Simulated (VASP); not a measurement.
Set up this calculation in VASP 6.6.1, as the native input.

```yaml
Task: single point
Functional: PBE
Potentials_or_basis: VASP PAW PBE potentials, release 64 (Ti_sv, Se)
Cutoff: 520 eV
k_mesh: 4 × 4 × 4
Occupations: gaussian, width 0.1 eV
Spin: collinear spin
Starting_moments: "[1.0, 1.0, -1.0, -1.0, 0.0] μB"
Dipole_correction: no
Further_INCAR_settings: ALGO = Normal; EDIFF = 1e-07; NBANDS = 39
```

The structure of Ti4Se lies in POSCAR:

```
Ti4Se
1.0
   -3.0536444401      2.7020756977      2.7020756977
    3.0536444401     -2.7020680027      2.7020680027
    3.0536444401      2.7020680027     -2.7020680027
Ti Se
4 1
Direct
    0.3874327351      0.5465083411      0.5465083411
    0.6125672649      0.1590756060      0.1590756060
    0.0000000000     -0.1590759945      0.4534921017
    0.0000000000      0.4534921017     -0.1590759945
    0.0000000000     -0.0000000544     -0.0000000544
```

The cell was built from a structure type or drawn by symmetry, and may not be a known phase.

The input as run:

INCAR

```
PREC = Accurate
ENCUT = 520
EDIFF = 1E-7
ISMEAR = 0
SIGMA = 0.1
LREAL = False
LASPH = True
NELM = 150
ALGO = Normal
ISIF = 2
LWAVE = False
LCHARG = False
ISPIN = 2
MAGMOM = 1 1 -1 -1 0
LORBIT = 11
LMAXMIX = 4
GGA = PE
NBANDS = 39
```

KPOINTS

```
Automatic mesh
0
Gamma
  4 4 4
```

Potentials or basis: VASP PAW PBE potentials, release 64 (Ti_sv, Se).

Run with:

```bash
$ cat potpaw_PBE.64/Ti_sv/POTCAR potpaw_PBE.64/Se/POTCAR > POTCAR
$ mpirun -np 1 vasp_std > vasp.out
```

Results of the run:

- Pressure: 0.0 GPa
- Largest force: 0.008 eV/Å
- Band gap on the k mesh: zero (filled and empty bands overlap)
- Net moment: 0.00 μB per cell
- Valence electrons inside the program's atomic spheres: Ti 10.23; Se 4.06

Caveat: the k points lie up to 0.39 Å⁻¹ apart.

It took 48 s on 1 thread of Intel(R) Xeon(R) 6975P-C (Granite Rapids) (shared host), peak memory 0.27 GiB.
